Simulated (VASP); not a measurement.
# Si3GeO8 (P-4m2) in VASP: single point with PBEsol

Aim: the single point of Si3GeO8 with PBEsol.

Program: VASP 6.6.1. These are calculated values, not measurements. Logs are shortened: lines on timing, memory, paths and dates and some standing lists are left out, and cuts for length are marked.

**1. The cell of the first run**

It takes space group P-4m2 (No. 115, tetragonal). The conventional cell has a = 5.361 Å, b = 5.361 Å, c = 7.618 Å, α = 90.00°, β = 90.00°, γ = 90.00°. Si (site symmetry -4m2) has 4 O at 1.62 Å within 2.2 Å. Within 2.1 Å of Si (site symmetry 2mm) lie 4 O at 1.61 to 1.62 Å. Ge (site symmetry -4m2) has 4 O at 1.72 Å within 2.3 Å. Within 2.2 Å of O (site symmetry m) lie 2 Si at 1.62 Å. O (site symmetry m) has 1 Si at 1.61 Å and 1 Ge at 1.72 Å within 2.1 Å.

**2. Single point, PBEsol**

Input file POSCAR:

```
Si3GeO8
1.0
    5.3609461000      0.0000000000      0.0000000000
    0.0000000000      5.3609461000      0.0000000000
    0.0000000000      0.0000000000      7.6175512000
Si Ge O
3 1 8
Direct
    0.0000000000      0.0000000000      0.0000000000
    0.5000000000      0.0000000000      0.2395310000
    0.0000000000      0.5000000000      0.7604690000
    0.5000000000      0.5000000000      0.5000000000
    0.7494640000      0.0000000000      0.1192170000
    0.2432520000      0.5000000000      0.6363600000
    0.5000000000      0.2432520000      0.3636400000
    0.0000000000      0.7494640000      0.8807830000
    0.5000000000      0.7567480000      0.3636400000
    0.0000000000      0.2505360000      0.8807830000
    0.2505360000      0.0000000000      0.1192170000
    0.7567480000      0.5000000000      0.6363600000
```

Input file INCAR.step1:

```
ALGO = Normal
EDIFF = 1E-7
ENCUT = 520
GGA = PS
ISIF = 2
ISMEAR = 0
LASPH = T
LCHARG = T
LREAL = F
LWAVE = F
NBANDS = 49
NELM = 100
PREC = Accurate
SIGMA = 0.02
```

Input file KPOINTS.step1:

```
k-points
0
Gamma
  4 4 4
```

Input file INCAR.step2:

```
ALGO = Normal
EDIFF = 1E-7
ENCUT = 520
GGA = PS
ICHARG = 11
ISIF = 2
ISMEAR = -5
LASPH = T
LCHARG = F
LORBIT = 11
LREAL = F
LWAVE = F
NBANDS = 49
NEDOS = 2001
NELM = 100
PREC = Accurate
SIGMA = 0.02
```

Input file KPOINTS.step2:

```
k-points
0
Gamma
  6 6 6
```

Potentials or basis: VASP PAW PBE potentials, release 64 (Si, Ge_d, O).

Started as:

```bash
> cat potpaw_PBE.64/Si/POTCAR potpaw_PBE.64/Ge_d/POTCAR potpaw_PBE.64/O/POTCAR > POTCAR
> cp INCAR.step1 INCAR
> cp KPOINTS.step1 KPOINTS
> mpirun -np 1 vasp_std > vasp.out
> cp INCAR.step2 INCAR
> cp KPOINTS.step2 KPOINTS
> mpirun -np 1 vasp_std > vasp.out
```

OUTCAR:

```text
EDIFF = 1E-7
   ENCUT = 520
   GGA = PS
   ICHARG = 11
   ISIF = 2
   ISMEAR = -5
   LASPH = T
   LORBIT = 11
   LREAL = F
   NELM = 100
   PREC = Accurate

 ion  position               nearest neighbor table
   1  0.000  0.000  0.000-   5 1.62   8 1.62  10 1.62  11 1.62
   2  0.500  0.000  0.240-   7 1.61   9 1.61   5 1.62  11 1.62
   3  0.000  0.500  0.760-   6 1.61  12 1.61  10 1.62   8 1.62
   4  0.500  0.500  0.500-   6 1.72   7 1.72   9 1.72  12 1.72
   5  0.749  0.000  0.119-   2 1.62   1 1.62
   6  0.243  0.500  0.636-   3 1.61   4 1.72
   7  0.500  0.243  0.364-   2 1.61   4 1.72
   8  0.000  0.749  0.881-   3 1.62   1 1.62
   9  0.500  0.757  0.364-   2 1.61   4 1.72
  10  0.000  0.251  0.881-   3 1.62   1 1.62
  11  0.251  0.000  0.119-   2 1.62   1 1.62
  12  0.757  0.500  0.636-   3 1.61   4 1.72

  LATTYP: Found a simple tetragonal cell.
 ALAT       =     5.3609461000
 C/A-ratio  =     1.4209341146

  Lattice vectors:

 A1 = (   5.3609461000,   0.0000000000,   0.0000000000)
 A2 = (   0.0000000000,   5.3609461000,   0.0000000000)
 A3 = (   0.0000000000,   0.0000000000,   7.6175512000)

Analysis of symmetry for initial positions (statically):
=====================================================================
 Subroutine PRICEL returns:
 Original cell was already a primitive cell.

 Routine SETGRP: Setting up the symmetry group for a
 simple tetragonal supercell.

 Subroutine GETGRP returns: Found  8 space group operations
 (whereof  8 operations were pure point group operations)
 out of a pool of 16 trial point group operations.

The static configuration has the point symmetry D_2d.

Analysis of symmetry for dynamics (positions and initial velocities):
=====================================================================
 Subroutine PRICEL returns:
 Original cell was already a primitive cell.

 Routine SETGRP: Setting up the symmetry group for a
 simple tetragonal supercell.

 Subroutine GETGRP returns: Found  8 space group operations
 (whereof  8 operations were pure point group operations)
 out of a pool of 16 trial point group operations.

The dynamic configuration has the point symmetry D_2d.

[... 142 lines left out ...]
  Fermi-wavevector in a.u.,A,eV,Ry     =   1.140388  2.155021 17.694171  1.300485
  Thomas-Fermi vector in A             =   2.277090
   LORBIT       =     11    0 simple, 1 ext, 2 COOP (PROOUT), +10 PAW based schemes
   GGA     = PS    functional components
   LHFCALC =     F    Hartree Fock is set to
   AEXX    =    0.0000 exact exchange contribution
   IVDW    =     0    specifies the selected vdW correction
   LEPSILON=     F    determine dielectric tensor
   LRPA    =     F    only Hartree local field effects (RPA)
 non-spin polarized calculation
 Fermi weights with tetrahedron method with Bloechl corrections
  energy-cutoff  :      520.00
  volume of cell :      218.93
 maximum number of plane-waves:      5924
 NGX is ok and might be reduce to    40

 number of electron      73.9999937 magnetization

 Free energy of the ion-electron system (eV)
  ---------------------------------------------------
  ext. energy  EPLUGINS =         0.00000000
  ---------------------------------------------------
  free energy    TOTEN  =       -93.79911615 eV

  energy without entropy =      -93.79911615  energy(sigma->0) =      -93.79911615

 E-fermi :  -1.3330     XC(G=0):  -7.3780

 val. band max:       -1.3434246933   @ k =   0.5000   0.0000   0.5000
 cond. band min:       3.2740184775   @ k =   0.0000   0.0000   0.0000
 fundamental gap:      4.6174431708
 Fermi energy:        -1.3330210093

 k-point     1 :       0.0000    0.0000    0.0000
  band No.  band energies     occupation
      1     -24.8975      2.00000
      2     -24.8975      2.00000
      3     -24.8885      2.00000
      4     -24.6019      2.00000
      5     -24.5767      2.00000
      6     -20.4837      2.00000
[... 1237 lines left out ...]
     48       8.8529      0.00000
     49      10.0601      0.00000

 [... further k-points ...]

------------------------ aborting loop because EDIFF is reached ----------------------------------------

  FORCE on cell =-STRESS in cart. coord.  units (eV):
  Direction    XX          YY          ZZ          XY          YZ          ZX
  --------------------------------------------------------------------------------------
  -------------------------------------------------------------------------------------
  Total       -2.4763608     -2.4763608     -2.5636581      0.0000000      0.0000000     -0.0000000
  in kB      -18.1228392    -18.1228392    -18.7617105      0.0000000      0.0000000     -0.0000000
  external PRESSURE =     -18.3357963 kB  Pullay stress =       0.0000000 kB

 VOLUME and BASIS-vectors are now :
 -----------------------------------------------------------------------------
  energy-cutoff  :      520.00
  volume of cell :      218.93
      direct lattice vectors                 reciprocal lattice vectors
     5.360946100  0.000000000  0.000000000     0.186534239  0.000000000  0.000000000
     0.000000000  5.360946100  0.000000000     0.000000000  0.186534239  0.000000000
     0.000000000  0.000000000  7.617551200     0.000000000  0.000000000  0.131275783

 POSITION                                       TOTAL-FORCE (eV/Angst)
 -----------------------------------------------------------------------------------
      0.00000      0.00000      0.00000        -0.000000     -0.000000      0.000000
      2.68047      0.00000      1.82464         0.000000     -0.000000     -0.002295
      0.00000      2.68047      5.79291        -0.000000     -0.000000      0.002295
      2.68047      2.68047      3.80878         0.000000     -0.000000      0.000000
      4.01784      0.00000      0.90814        -0.000625     -0.000000      0.003457
      1.30406      2.68047      4.84750         0.236915     -0.000000     -0.183915
      2.68047      1.30406      2.77005         0.000000      0.236915      0.183915
      0.00000      4.01784      6.70941         0.000000     -0.000625     -0.003457
      2.68047      4.05689      2.77005         0.000000     -0.236915      0.183915
      0.00000      1.34311      6.70941         0.000000      0.000625     -0.003457
      1.34311      0.00000      0.90814         0.000625     -0.000000      0.003457
      4.05689      2.68047      4.84750        -0.236915     -0.000000     -0.183915
 -----------------------------------------------------------------------------------
    total drift:                                0.000000      0.000000     -0.000000

  FREE ENERGIE OF THE ION-ELECTRON SYSTEM (eV)
  ---------------------------------------------------
  free  energy   TOTEN  =       -93.7991161541 eV

  energy  without entropy=      -93.7991161541  energy(sigma->0) =      -93.79911615

 total charge

# of ion       s       p       d       tot
------------------------------------------
    1        0.626   0.976   0.000   1.602
    2        0.629   0.982   0.000   1.611
    3        0.629   0.982   0.000   1.611
    4        0.914   1.333  10.556  12.803
    5        1.535   3.693   0.000   5.228
    6        1.532   3.652   0.000   5.184
    7        1.532   3.652   0.000   5.184
    8        1.535   3.693   0.000   5.228
    9        1.532   3.652   0.000   5.184
   10        1.535   3.693   0.000   5.228
   11        1.535   3.693   0.000   5.228
   12        1.532   3.652   0.000   5.184
--------------------------------------------------
tot         15.066  33.653  10.556  59.275
```

OUTCAR.step1:

```text
EDIFF = 1E-7
   ENCUT = 520
   GGA = PS
   ISIF = 2
[... 1190 lines left out ...]
      2.68047      4.05689      2.77005         0.000000     -0.222218      0.172050
      0.00000      1.34311      6.70941         0.000000      0.000606     -0.003415
      1.34311      0.00000      0.90814         0.000606     -0.000000      0.003415
      4.05689      2.68047      4.84750        -0.222218     -0.000000     -0.172050
 -----------------------------------------------------------------------------------
    total drift:                               -0.000000      0.000000     -0.000000

  FREE ENERGIE OF THE ION-ELECTRON SYSTEM (eV)
  ---------------------------------------------------
  free  energy   TOTEN  =       -93.7845303648 eV

  energy  without entropy=      -93.7845303648  energy(sigma->0) =      -93.78453036
```

OSZICAR.step1:

```text
N       E                     dE             d eps       ncg     rms          rms(c)
DAV:   1     0.683876769264E+03    0.68388E+03   -0.36137E+04  2418   0.198E+03
DAV:   2     0.689313411190E+01   -0.67698E+03   -0.63968E+03  2195   0.680E+02
DAV:   3    -0.999817705543E+02   -0.10687E+03   -0.10617E+03  1979   0.166E+02
DAV:   4    -0.106461022285E+03   -0.64793E+01   -0.64625E+01  2296   0.508E+01
DAV:   5    -0.106637110582E+03   -0.17609E+00   -0.17599E+00  2224   0.749E+00    0.273E+01
DAV:   6    -0.937972847722E+02    0.12840E+02   -0.46544E+01  2551   0.842E+01    0.115E+01
DAV:   7    -0.938396473024E+02   -0.42363E-01   -0.35816E+00  2096   0.765E+00    0.526E+00
DAV:   8    -0.937755385631E+02    0.64109E-01   -0.32084E-01  2575   0.404E+00    0.135E+00
DAV:   9    -0.937731561831E+02    0.23824E-02   -0.10497E-01  2648   0.234E+00    0.370E-01
DAV:  10    -0.937808409594E+02   -0.76848E-02   -0.69241E-03  2350   0.719E-01    0.166E-01
DAV:  11    -0.937841378388E+02   -0.32969E-02   -0.17034E-03  1908   0.206E-01    0.412E-02
DAV:  12    -0.937844965865E+02   -0.35875E-03   -0.27182E-04  2150   0.129E-01    0.260E-02
DAV:  13    -0.937845294150E+02   -0.32829E-04   -0.39570E-05  2152   0.388E-02    0.166E-02
DAV:  14    -0.937845301174E+02   -0.70239E-06   -0.15787E-05  2463   0.263E-02    0.399E-03
DAV:  15    -0.937845303462E+02   -0.22882E-06   -0.14035E-06  2544   0.921E-03    0.140E-03
DAV:  16    -0.937845303648E+02   -0.18596E-07   -0.29551E-07  1744   0.398E-03
   1 F= -.93784530E+02 E0= -.93784530E+02  d E =-.267162E-18
```

Wall time 3.6 min (1 thread of AMD EPYC 9R45 (Zen 5), shared host); peak memory 0.46 GiB.

Results:

* Valence electrons inside the program's atomic spheres: Si 1.60, 1.61 (each value once); Ge 12.80; O 5.23, 5.18 (each value once)

Levels at points of the mesh, in eV from the valence-band top:
```
           k point  band 33  band 34  band 35  band 36  band 37  band 38  band 39  band 40  band 41  band 42
(0.00, 0.00, 0.00)    -0.55    -0.55    -0.02    -0.02    -0.02     4.62     6.91     7.95     8.20     8.27
(0.50, 0.00, 0.00)    -0.91    -0.72    -0.63    -0.20    -0.20     5.76     7.03     8.04     8.54     8.83
(0.50, 0.50, 0.00)    -1.00    -0.72    -0.57    -0.57    -0.44     6.44     7.88     7.88     8.40     8.90
(0.00, 0.00, 0.50)    -0.41    -0.41    -0.28    -0.26    -0.26     5.19     6.32     7.63     8.46     8.57
(0.50, 0.00, 0.50)    -0.93    -0.74    -0.72    -0.04     0.00     5.62     7.10     7.99     8.06     8.47
(0.50, 0.50, 0.50)    -1.07    -0.83    -0.73    -0.73    -0.55     6.55     8.32     8.32     8.71     8.85
```

Caveat: the PAW data sets were made with another functional, which shifts forces and pressure a little.
